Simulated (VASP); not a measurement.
# Sb (Im-3m) in VASP: notebook, part 2 of 2

VASP 6.6.1.

## 3. Single point, LDA

This run uses another cell than the first one, of 25.53 Å³/atom, 1.073 times its volume.

The input, INCAR:

```
  ALGO = Normal
  EDIFF = 1E-6
  ENCUT = 500
  GGA_COMPAT = F
  ISIF = 2
  ISMEAR = 1
  LASPH = T
  LCHARG = T
  LELF = T
  LREAL = F
  LVHAR = T
  LWAVE = F
  NBANDS = 8
  NELM = 120
  PREC = Accurate
  SIGMA = 0.15
```

The input, KPOINTS:

```
k-points
0
Gamma
  12 12 12
```

The input, POSCAR:

```
Sb
1.0
   -1.8549715621      1.8549715621      1.8549715621
    1.8549715621     -1.8549715621      1.8549715621
    1.8549715621      1.8549715621     -1.8549715621
Sb
1
Direct
    0.0000000000      0.0000000000      0.0000000000
```

Potentials or basis: VASP PAW LDA potentials, release 64 (Sb).

The run is started by

```console
$ cat potpaw_LDA.64/Sb/POTCAR > POTCAR
$ mpirun -np 1 vasp_std > vasp.out
```

OUTCAR:

```text
EDIFF = 1E-6
   ENCUT = 500
   ISIF = 2
   ISMEAR = 1
   LASPH = T
   LREAL = F
   NELM = 120
   PREC = Accurate

 ion  position               nearest neighbor table
   1  0.000  0.000  0.000-

  LATTYP: Found a body centered cubic cell.
 ALAT       =     3.7099431242

  Lattice vectors:

 A1 = (  -1.8549715621,   1.8549715621,   1.8549715621)
 A2 = (   1.8549715621,  -1.8549715621,   1.8549715621)
 A3 = (   1.8549715621,   1.8549715621,  -1.8549715621)

Analysis of symmetry for initial positions (statically):
=====================================================================
 Subroutine PRICEL returns:
 Original cell was already a primitive cell.

 Routine SETGRP: Setting up the symmetry group for a
 body centered cubic supercell.

 Subroutine GETGRP returns: Found 48 space group operations
 (whereof 48 operations were pure point group operations)
 out of a pool of 48 trial point group operations.

The static configuration has the point symmetry O_h .

Analysis of symmetry for dynamics (positions and initial velocities):
=====================================================================
 Subroutine PRICEL returns:
 Original cell was already a primitive cell.

 Routine SETGRP: Setting up the symmetry group for a
 body centered cubic supercell.

 Subroutine GETGRP returns: Found 48 space group operations
 (whereof 48 operations were pure point group operations)
 out of a pool of 48 trial point group operations.

The dynamic configuration has the point symmetry O_h .

 Subroutine INISYM returns: Found 48 space group operations
 (whereof 48 operations are pure point group operations),
 and found     1 'primitive' translations

----------------------------------------------------------------------------------------

                                     Primitive cell

[... 108 lines left out ...]
     AMIX_MAG =   1.60;   BMIX_MAG =  1.00
  volume/ion in A,a.u.               =      25.53       172.29
  Fermi-wavevector in a.u.,A,eV,Ry     =   0.950694  1.796552 12.297214  0.903820
  Thomas-Fermi vector in A             =   2.079095
   LORBIT       =      0    0 simple, 1 ext, 2 COOP (PROOUT), +10 PAW based schemes
   GGA     = CA    functional components
   LHFCALC =     F    Hartree Fock is set to
   AEXX    =    0.0000 exact exchange contribution
   IVDW    =     0    specifies the selected vdW correction
   LEPSILON=     F    determine dielectric tensor
   LRPA    =     F    only Hartree local field effects (RPA)
 non-spin polarized calculation
 Methfessel and Paxton  Order N= 1 SIGMA  =   0.15
  energy-cutoff  :      500.00
  volume of cell :       25.53
 maximum number of plane-waves:       682
   NGX = 11   NGY = 11   NGZ = 11

 number of electron       4.9999999 magnetization

 Free energy of the ion-electron system (eV)
  ---------------------------------------------------
  ext. energy  EPLUGINS =         0.00000000
  ---------------------------------------------------
  free energy    TOTEN  =        -4.63583570 eV

  energy without entropy =       -4.63416387  energy(sigma->0) =       -4.63527842

 E-fermi :   9.0777     XC(G=0): -10.5997

 val. band max:        9.0687763689   @ k =  -0.2500   0.2500   0.1667
 cond. band min:       9.1326477222   @ k =  -0.2500   0.2500   0.2500
 fundamental gap:      0.0638713533
 Fermi energy:         9.0776520578

 k-point     1 :       0.0000    0.0000    0.0000
  band No.  band energies     occupation
      1      -4.2328      2.00000
      2      14.8649      0.00000
      3      14.8649      0.00000
      4      14.8649      0.00000
      5      19.5410      0.00000
      6      19.5410      0.00000
      7      19.5410      0.00000
      8      20.9646      0.00000
[... 243 lines left out ...]
 k-point    24 :       0.4167    0.0833    0.0833
  band No.  band energies     occupation
      1       0.3075      2.00000
      2       3.4877      2.00000
      3       9.1855      0.06741
      4      10.9186     -0.00000
      5      17.8003      0.00000
      6      18.2787      0.00000
      7      23.5948      0.00000
      8      23.8941      0.00000

 [... further k-points ...]

------------------------ aborting loop because EDIFF is reached ----------------------------------------

  FORCE on cell =-STRESS in cart. coord.  units (eV):
  Direction    XX          YY          ZZ          XY          YZ          ZX
  --------------------------------------------------------------------------------------
  -------------------------------------------------------------------------------------
  Total        0.0192219      0.0192219      0.0192219     -0.0000000     -0.0000000      0.0000000
  in kB        1.2062467      1.2062467      1.2062467     -0.0000000     -0.0000000      0.0000000
  external PRESSURE =       1.2062467 kB  Pullay stress =       0.0000000 kB

 VOLUME and BASIS-vectors are now :
 -----------------------------------------------------------------------------
  energy-cutoff  :      500.00
  volume of cell :       25.53
      direct lattice vectors                 reciprocal lattice vectors
    -1.854971562  1.854971562  1.854971562     0.000000000  0.269545911  0.269545911
     1.854971562 -1.854971562  1.854971562     0.269545911  0.000000000  0.269545911
     1.854971562  1.854971562 -1.854971562     0.269545911  0.269545911  0.000000000

 POSITION                                       TOTAL-FORCE (eV/Angst)
 -----------------------------------------------------------------------------------
      0.00000      0.00000      0.00000         0.000000     -0.000000      0.000000
 -----------------------------------------------------------------------------------
    total drift:                                0.000000      0.000000      0.000000

  FREE ENERGIE OF THE ION-ELECTRON SYSTEM (eV)
  ---------------------------------------------------
  free  energy   TOTEN  =        -4.6358357001 eV

  energy  without entropy=       -4.6341638721  energy(sigma->0) =       -4.63527842
```

OSZICAR:

```text
N       E                     dE             d eps       ncg     rms          rms(c)
DAV:   1     0.528881400799E+01    0.52888E+01   -0.16438E+03  1160   0.401E+02
DAV:   2    -0.452931850611E+01   -0.98181E+01   -0.93016E+01  1672   0.549E+01
DAV:   3    -0.464184406004E+01   -0.11253E+00   -0.11172E+00  1336   0.649E+00
DAV:   4    -0.464218493353E+01   -0.34087E-03   -0.34086E-03  1760   0.449E-01
DAV:   5    -0.464218547414E+01   -0.54060E-06   -0.54019E-06  1448   0.129E-02    0.201E+00
DAV:   6    -0.463811930717E+01    0.40662E-02   -0.14740E-03  1432   0.170E-01    0.116E+00
DAV:   7    -0.463584241534E+01    0.22769E-02   -0.29141E-03  1360   0.239E-01    0.387E-02
DAV:   8    -0.463583563384E+01    0.67815E-05   -0.33485E-05  1448   0.453E-02    0.581E-03
DAV:   9    -0.463583570012E+01   -0.66286E-07   -0.23585E-07  1640   0.427E-03
   1 F= -.46358357E+01 E0= -.46352784E+01  d E =-.167183E-02
```

It took 7.3 s on 1 thread of Intel Xeon 6975P-C, shared host; peak memory 0.13 GiB.

Results:

```yaml
Free_energy: -4.6358 eV
Pressure: 0.1 GPa
```

Levels at points of the mesh, in eV from the Fermi level:
```tsv
k point	band 1	band 2	band 3	band 4	band 5
(0.00, 0.00, 0.00)	-13.31	5.79	5.79	5.79	10.46
(0.50, 0.00, 0.00)	-8.98	-5.93	1.74	3.84	6.56
(0.50, 0.50, 0.50)	-5.47	-2.15	-2.15	-2.15	2.90
```

Caveat: spin-orbit coupling is left out, which moves the levels of the heavy elements.
